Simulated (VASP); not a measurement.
A run of VASP 6.6.1 is set up as follows.

Contents of INCAR:

```
PREC = Accurate
ENCUT = 600
EDIFF = 1E-6
ISMEAR = 0
SIGMA = 0.02
LREAL = False
LASPH = True
NELM = 80
ALGO = Normal
ISIF = 4
LWAVE = False
LCHARG = False
GGA = PE
IBRION = 2
NSW = 50
EDIFFG = -0.01
```

KPOINTS

```
regular mesh
0
Gamma
  10 10 10
```

The input POSCAR:

```
TiO2
1.0
   -1.9471865194      1.9471865194      5.0759075283
    1.9471865194     -1.9471865194      5.0759075283
    1.9471865194      1.9471865194     -5.0759075283
Ti O
2 4
Direct
    0.0000000000      0.0000000000      0.0000000000
    0.7500000000      0.2500000000      0.5000000000
    0.2027909983      0.2027909983      0.0000000000
    0.9527909983      0.4527909983      0.5000000000
    0.5472090017      0.0472090017      0.5000000000
    0.7972090017      0.7972090017      0.0000000000
```

Potentials or basis: VASP PAW PBE potentials, release 64 (Ti_sv, O).

The run is started by

```bash
$ cat potpaw_PBE.64/Ti_sv/POTCAR potpaw_PBE.64/O/POTCAR > POTCAR
$ mpirun -np 1 vasp_std > vasp.out
```

(1) Estimate the band gap on the k mesh.

Answers

(1) 2.06 eV (least direct gap 2.23 eV).
